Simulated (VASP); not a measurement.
# Si4F (P6mm) in VASP: single point with PBE

Aim: the single point of Si4F with PBE.

All numbers are computed with VASP 6.6.1; they aren't measurements. Logs are shortened: lines on timing, memory, paths and dates and some standing lists are left out, and cuts for length are marked.

### Step 1. The cell of the first run

The structure is hexagonal, space group P6mm (No. 183). The conventional cell has a = 4.891 Å, b = 4.891 Å, c = 5.764 Å, α = 90.00°, β = 90.00°, γ = 120.00°. Si (site symmetry 2mm) has 6 Si at 2.45 to 2.63 Å within 3.2 Å. Si (site symmetry 6mm) has 1 F at 1.63 Å within 2.2 Å. Within 2.2 Å of F (site symmetry 6mm) lie 1 Si at 1.63 Å.

The cell was generated, and may not be a known phase.

### Step 2. Single point, PBE

The input, INCAR:

```
  PREC = Accurate
  ENCUT = 1350
  EDIFF = 1E-6
  ISMEAR = 0
  SIGMA = 0.1
  LREAL = F
  LASPH = T
  NELM = 120
  ALGO = Normal
  ISIF = 2
  LWAVE = F
  LCHARG = F
  GGA = PE
  NBANDS = 20
  GGA_COMPAT = F
```

The input, KPOINTS:

```
regular mesh
0
Gamma
  6 6 4
```

The input, POSCAR:

```
Si4F
1.0
    4.8905331322     -0.0000000035      0.0000000000
   -2.4452665630      4.2353259323      0.0000000000
    0.0000000000      0.0000000000      5.7642041725
Si F
4 1
Direct
    0.5000000000      0.0000000000      0.0481478943
    0.0000000000      0.5000000000      0.0481478943
    0.5000000000      0.5000000000      0.0481478943
    0.0000000000      0.0000000000      0.8799029398
    0.0000000000      0.0000000000      0.5976493672
```

Potentials or basis: VASP PAW PBE potentials, release 64 (Si, F_h).

Command:

```sh
$ cat potpaw_PBE.64/Si/POTCAR potpaw_PBE.64/F_h/POTCAR > POTCAR
$ mpirun -np 1 vasp_std > vasp.out
```

OUTCAR:

```text
PREC = Accurate
   ENCUT = 1350
   EDIFF = 1E-6
   ISMEAR = 0
   LREAL = F
   LASPH = T
   NELM = 120
   ISIF = 2
   GGA = PE

 ion  position               nearest neighbor table
   1  0.500  0.000  0.048-   3 2.45   3 2.45   2 2.45   2 2.45   4 2.63   4 2.63
   2  0.000  0.500  0.048-   3 2.45   3 2.45   1 2.45   1 2.45   4 2.63   4 2.63
   3  0.500  0.500  0.048-   1 2.45   1 2.45   2 2.45   2 2.45   4 2.63   4 2.63
   4  0.000  0.000  0.880-   5 1.63   2 2.63   2 2.63   1 2.63   1 2.63   3 2.63   3 2.63
   5  0.000  0.000  0.598-   4 1.63

  LATTYP: Found a hexagonal cell.
 ALAT       =     4.8905331322
 C/A-ratio  =     1.1786453576

  Lattice vectors:

 A1 = (   4.8905331322,  -0.0000000035,   0.0000000000)
 A2 = (  -2.4452665630,   4.2353259323,   0.0000000000)
 A3 = (   0.0000000000,   0.0000000000,   5.7642041725)

Analysis of symmetry for initial positions (statically):
=====================================================================
 Subroutine PRICEL returns:
 Original cell was already a primitive cell.

 Routine SETGRP: Setting up the symmetry group for a
 hexagonal supercell.

 Subroutine GETGRP returns: Found 12 space group operations
 (whereof 12 operations were pure point group operations)
 out of a pool of 24 trial point group operations.

The static configuration has the point symmetry C_6v.

Analysis of symmetry for dynamics (positions and initial velocities):
=====================================================================
 Subroutine PRICEL returns:
 Original cell was already a primitive cell.

 Routine SETGRP: Setting up the symmetry group for a
 hexagonal supercell.

 Subroutine GETGRP returns: Found 12 space group operations
 (whereof 12 operations were pure point group operations)
 out of a pool of 24 trial point group operations.

The dynamic configuration has the point symmetry C_6v.

 Subroutine INISYM returns: Found 12 space group operations
 (whereof 12 operations are pure point group operations),
 and found     1 'primitive' translations

----------------------------------------------------------------------------------------

                                     Primitive cell

  volume of cell :     119.3940

  direct lattice vectors                    reciprocal lattice vectors
     4.890533132 -0.000000003  0.000000000     0.204476685  0.118054669  0.000000000
    -2.445266563  4.235325932  0.000000000     0.000000000  0.236109338  0.000000000
     0.000000000  0.000000000  5.764204173     0.000000000  0.000000000  0.173484486

  length of vectors
     4.890533132  4.890533132  5.764204173     0.236109338  0.236109338  0.173484486

  position of ions in fractional coordinates (direct lattice)
     0.500000000  0.000000000  0.048147894
     0.000000000  0.500000000  0.048147894
     0.500000000  0.500000000  0.048147894
     0.000000000  0.000000000  0.879902940
     0.000000000  0.000000000  0.597649367

  ion indices of the primitive-cell ions
   primitive index   ion index
                 1           1
                 2           2
                 3           3
                 4           4
                 5           5

----------------------------------------------------------------------------------------

 KPOINTS: regular mesh

Automatic generation of k-mesh.
 Grid dimensions read from file:
 generate k-points for:    6    6    4

 Generating k-lattice:

  Cartesian coordinates                     Fractional coordinates (reciprocal lattice)
     0.034079447  0.019675778  0.000000000     0.166666667  0.000000000  0.000000000
     0.000000000  0.039351556  0.000000000     0.000000000  0.166666667  0.000000000
     0.000000000  0.000000000  0.043371122     0.000000000  0.000000000  0.250000000

  Length of vectors
     0.039351556  0.039351556  0.043371122

  Shift w.r.t. Gamma in fractional coordinates (k-lattice)
     0.000000000  0.000000000  0.000000000

 Subroutine IBZKPT returns following result:
 ===========================================

 Found     21 irreducible k-points:

 Following reciprocal coordinates:
            Coordinates               Weight
  0.000000  0.000000  0.000000      1.000000
  0.166667 -0.000000  0.000000      6.000000
  0.333333  0.000000  0.000000      6.000000
  0.500000 -0.000000  0.000000      3.000000
  0.166667  0.166667  0.000000      6.000000
  0.333333  0.166667  0.000000     12.000000
[... 13 lines left out ...]
  0.333333  0.166667  0.500000     12.000000
  0.333333  0.333333  0.500000      2.000000
   k-points           NKPTS =     21   k-points in BZ     NKDIM =     21   number of bands    NBANDS=     20
   number of dos      NEDOS =    301   number of ions     NIONS =      5
   total plane-waves  NPLWV = 252000
   dimension x,y,z NGX =    60 NGY =   60 NGZ =   70
   dimension x,y,z NGXF=   120 NGYF=  120 NGZF=  140
   ions per type =               4   1
   NGX,Y,Z   is equivalent  to a cutoff of  20.40, 20.40, 20.19 a.u.
   NGXF,Y,Z  is equivalent  to a cutoff of  40.79, 40.79, 40.38 a.u.
 SYSTEM =  unknown system
   PREC   = accura    normal or accurate (medium, high low for compatibility)
   ISTART =      0    job   : 0-new  1-cont  2-samecut
   ICHARG =      2    charge: 1-file 2-atom 10-const
   ISPIN  =      1    spin polarized calculation?
   LNONCOLLINEAR =      F non collinear calculations
   LSORBIT =      F    spin-orbit coupling
   LASPH  =      T    aspherical Exc in radial PAW
   ENCUT  = 1350.0 eV  99.22 Ry    9.96 a.u.  14.65 14.65 17.27*2*pi/ulx,y,z
   NELM   =    120;   NELMIN=  2; NELMDL= -5     # of ELM steps
   EDIFF  = 0.1E-05   stopping-criterion for ELM
   LREAL  =      F    real-space projection
[... 7 lines left out ...]
   TEBEG  =    0.0;   TEEND  =   0.0 temperature during run
   PSTRESS=    0.0 pullay stress
   NELECT =      23.0000    total number of electrons
   NUPDOWN=      -1.0000    fix difference up-down
   EMIN   =  10.00;   EMAX   =-10.00  energy-range for DOS
   EFERMI =   0.00;   METHOD = LEGACY
   ISMEAR =     0;   SIGMA  =   0.10  broadening in eV -4-tet -1-fermi 0-gaus
   EFERMI_NEDOS =   21; number of points for ismear=-14 and -15
   IALGO  =     38    algorithm
   IMIX   =      4    mixing-type and parameters
     AMIX     =   0.40;   BMIX     =  1.00
     AMIX_MAG =   1.60;   BMIX_MAG =  1.00
  volume/ion in A,a.u.               =      23.88       161.14
  Fermi-wavevector in a.u.,A,eV,Ry     =   0.945489  1.786716 12.162930  0.893950
  Thomas-Fermi vector in A             =   2.073396
   LORBIT       =      0    0 simple, 1 ext, 2 COOP (PROOUT), +10 PAW based schemes
   GGA     = PE    functional components
   LHFCALC =     F    Hartree Fock is set to
   AEXX    =    0.0000 exact exchange contribution
   IVDW    =     0    specifies the selected vdW correction
   LEPSILON=     F    determine dielectric tensor
   LRPA    =     F    only Hartree local field effects (RPA)
 non-spin polarized calculation
 Gauss-broadening in eV      SIGMA  =   0.10
  energy-cutoff  :     1350.00
  volume of cell :      119.39
 maximum number of plane-waves:     13505
 NGX is ok and might be reduce to    60
   NGX = 29   NGY = 29   NGZ = 35

 number of electron      22.9999998 magnetization

 Free energy of the ion-electron system (eV)
  ---------------------------------------------------
  ext. energy  EPLUGINS =         0.00000000
  ---------------------------------------------------
  free energy    TOTEN  =       -23.79545200 eV

  energy without entropy =      -23.78053196  energy(sigma->0) =      -23.78799198

 E-fermi :   3.0910     XC(G=0):  -7.8304

 val. band max:        3.0904268789   @ k =   0.3333   0.1667   0.2500
 cond. band min:       3.1759105238   @ k =   0.3333   0.1667   0.0000
 fundamental gap:      0.0854836449
 Fermi energy:         3.0909871222

 k-point     1 :       0.0000    0.0000    0.0000
  band No.  band energies     occupation
      1     -22.2162      2.00000
      2      -9.3947      2.00000
      3      -5.3442      2.00000
      4      -3.2350      2.00000
      5      -3.2350      2.00000
      6      -2.4917      2.00000
[... 12 lines left out ...]
     19       9.3161      0.00000
     20      12.3982      0.00000

 k-point     2 :       0.1667   -0.0000    0.0000
  band No.  band energies     occupation
      1     -22.2158      2.00000
      2      -9.1799      2.00000
      3      -5.4244      2.00000
      4      -3.9700      2.00000
      5      -3.3681      2.00000
      6      -3.1183      2.00000
[... 12 lines left out ...]
     19       9.8391      0.00000
     20      10.0484      0.00000

 k-point     3 :       0.3333    0.0000    0.0000
  band No.  band energies     occupation
      1     -22.2150      2.00000
      2      -8.5412      2.00000
      3      -6.1575      2.00000
      4      -5.0271      2.00000
      5      -3.6499      2.00000
      6      -3.1736      2.00000
[... 12 lines left out ...]
     19       9.2287      0.00000
     20       9.3477      0.00000

 k-point     4 :       0.5000   -0.0000    0.0000
  band No.  band energies     occupation
      1     -22.2146      2.00000
      2      -7.5884      2.00000
      3      -7.3977      2.00000
      4      -5.1554      2.00000
      5      -3.7846      2.00000
      6      -3.1557      2.00000
[... 12 lines left out ...]
     19       7.8357      0.00000
     20       8.6143      0.00000

 k-point     5 :       0.1667    0.1667    0.0000
  band No.  band energies     occupation
      1     -22.2152      2.00000
      2      -8.7529      2.00000
      3      -5.6630      2.00000
      4      -5.0139      2.00000
      5      -4.0531      2.00000
      6      -3.0668      2.00000
[... 12 lines left out ...]
     19       9.7550      0.00000
     20      10.3388      0.00000

 k-point     6 :       0.3333    0.1667    0.0000
  band No.  band energies     occupation
      1     -22.2146      2.00000
      2      -7.9131      2.00000
      3      -6.6915      2.00000
      4      -5.6624      2.00000
      5      -4.3289      2.00000
      6      -3.0370      2.00000
[... 12 lines left out ...]
     19       8.8728      0.00000
     20       9.0899      0.00000

 k-point     7 :       0.3333    0.3333    0.0000
  band No.  band energies     occupation
      1     -22.2144      2.00000
      2      -6.9342      2.00000
      3      -6.9342      2.00000
      4      -6.8076      2.00000
      5      -4.4753      2.00000
      6      -3.0159      2.00000
[... 12 lines left out ...]
     19       8.0881      0.00000
     20       8.9142      0.00000
[... 208 lines left out ...]
 k-point    17 :       0.3333    0.0000    0.5000
  band No.  band energies     occupation
      1     -22.2146      2.00000
      2      -8.5687      2.00000
      3      -6.1790      2.00000
      4      -4.8961      2.00000
      5      -3.5645      2.00000
      6      -3.1600      2.00000
[... 12 lines left out ...]
     19       9.2133      0.00000
     20       9.9595      0.00000

 k-point    18 :       0.5000   -0.0000    0.5000
  band No.  band energies     occupation
      1     -22.2143      2.00000
      2      -7.5668      2.00000
      3      -7.4770      2.00000
      4      -5.0386      2.00000
      5      -3.6982      2.00000
      6      -3.1205      2.00000
[... 12 lines left out ...]
     19       9.2454      0.00000
     20      10.1866      0.00000

 k-point    19 :       0.1667    0.1667    0.5000
  band No.  band energies     occupation
      1     -22.2148      2.00000
      2      -8.7815      2.00000
      3      -5.6424      2.00000
      4      -4.9868      2.00000
      5      -3.8672      2.00000
      6      -3.0791      2.00000
[... 12 lines left out ...]
     19       9.7444      0.00000
     20      10.4568      0.00000

 k-point    20 :       0.3333    0.1667    0.5000
  band No.  band energies     occupation
      1     -22.2143      2.00000
      2      -7.9368      2.00000
      3      -6.7233      2.00000
      4      -5.6450      2.00000
      5      -4.1031      2.00000
      6      -3.1013      2.00000
[... 12 lines left out ...]
     19       9.2749      0.00000
     20       9.6039      0.00000

 k-point    21 :       0.3333    0.3333    0.5000
  band No.  band energies     occupation
      1     -22.2141      2.00000
      2      -6.9239      2.00000
      3      -6.9118      2.00000
      4      -6.9118      2.00000
      5      -4.2162      2.00000
      6      -3.0869      2.00000
[... 12 lines left out ...]
     19       8.1733      0.00000
     20       9.1009      0.00000

------------------------ aborting loop because EDIFF is reached ----------------------------------------

  FORCE on cell =-STRESS in cart. coord.  units (eV):
  Direction    XX          YY          ZZ          XY          YZ          ZX
  --------------------------------------------------------------------------------------
  -------------------------------------------------------------------------------------
  Total       -0.0955646     -0.0955646      0.1823112     -0.0000000      0.0000000      0.0000000
  in kB       -1.2824046     -1.2824046      2.4464787     -0.0000000      0.0000000      0.0000000
  external PRESSURE =      -0.0394435 kB  Pullay stress =       0.0000000 kB

 VOLUME and BASIS-vectors are now :
 -----------------------------------------------------------------------------
  energy-cutoff  :     1350.00
  volume of cell :      119.39
      direct lattice vectors                 reciprocal lattice vectors
     4.890533132 -0.000000003  0.000000000     0.204476685  0.118054669  0.000000000
    -2.445266563  4.235325932  0.000000000     0.000000000  0.236109338  0.000000000
     0.000000000  0.000000000  5.764204173     0.000000000  0.000000000  0.173484486

 POSITION                                       TOTAL-FORCE (eV/Angst)
 -----------------------------------------------------------------------------------
      2.44527     -0.00000      0.27753        -0.000000      0.000000     -0.001211
     -1.22263      2.11766      0.27753         0.000000      0.000000     -0.001211
      1.22263      2.11766      0.27753        -0.000000      0.000000     -0.001211
      0.00000      0.00000      5.07194         0.000000      0.000000      0.105740
      0.00000      0.00000      3.44497        -0.000000     -0.000000     -0.102109
 -----------------------------------------------------------------------------------
    total drift:                               -0.000000     -0.000000      0.000502

  FREE ENERGIE OF THE ION-ELECTRON SYSTEM (eV)
  ---------------------------------------------------
  free  energy   TOTEN  =       -23.7954519994 eV

  energy  without entropy=      -23.7805319601  energy(sigma->0) =      -23.78799198
```

It took 2.2 min on 1 thread of Intel Xeon Platinum 8559C (Emerald Rapids), shared host; peak memory 0.62 GiB.

What came out:

```yaml
Free_energy: -23.7955 eV
Pressure: 0.0 GPa
Largest_force: 0.106 eV/Å
Band_gap_on_the_k_mesh: zero (an odd number of electrons rules out a gap without spin polarisation)
```

Forces in eV/Å, atoms in the order of the input:
```
Si   0.000  0.000 -0.001
Si   0.000  0.000 -0.001
Si   0.000  0.000 -0.001
Si   0.000  0.000  0.106
F    0.000  0.000 -0.102
```

Caveat: an odd number of electrons without spin polarisation forces a metal; a magnetic or distorted state may lie lower.

The gap in the log of VASP goes by the Fermi energy; the results here count the filled bands.